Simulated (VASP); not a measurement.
Here is a VASP 6.6.1 calculation.

Contents of INCAR:

```
SYSTEM = WO
PREC = Accurate
ENCUT = 520
EDIFF = 1E-6
ISMEAR = 0
SIGMA = 0.02
LREAL = .False.
LASPH = .True.
NELM = 150
ALGO = Normal
ISIF = 2
LWAVE = .False.
LCHARG = .False.
ISPIN = 2
MAGMOM = 2.5 0
LORBIT = 11
LMAXMIX = 4
LDAU = .True.
LDAUTYPE = 2
LDAUL = 2 -1
LDAUU = 6.2 0
LDAUJ = 0 0
LDAUPRINT = 1
GGA = PE
NBANDS = 21
```

Contents of KPOINTS:

```
regular mesh
0
Gamma
  10 10 10
  0 0 0
```

POSCAR

```
WO
1.0
    0.0000000000      2.4128820753      2.4128820753
    2.4128820753      0.0000000000      2.4128820753
    2.4128820753      2.4128820753      0.0000000000
W O
1 1
Direct
    0.0000000000      0.0000000000      0.0000000000
    0.2500000000      0.2500000000      0.2500000000
```

Potentials or basis: VASP PAW PBE potentials, release 64 (W_sv, O).

The run is started by

```sh
$ cat potpaw_PBE.64/W_sv/POTCAR potpaw_PBE.64/O/POTCAR > POTCAR
$ mpirun -np 1 vasp_std > vasp.out
```

Task: Predict the net moment.

Result: 2.00 μB per cell.

Task: Estimate the band gap on the k mesh.

Result: 0.62 eV, indirect (least direct gap 1.09 eV).

Task: Estimate the site moments.

Result: W +1.72; O +0.04 μB.

Eigenvalues of the final occupation matrices:
```csv
site,spin,trace,eigenvalues
site 1 d,1,2.41,0.26 0.26 0.26 0.81 0.81
site 1 d,2,0.71,0.04 0.04 0.21 0.21 0.21
```

Caveat: spin-orbit coupling is left out, which moves the levels of the heavy elements. The state reached can hang on the start; a lower one may exist.
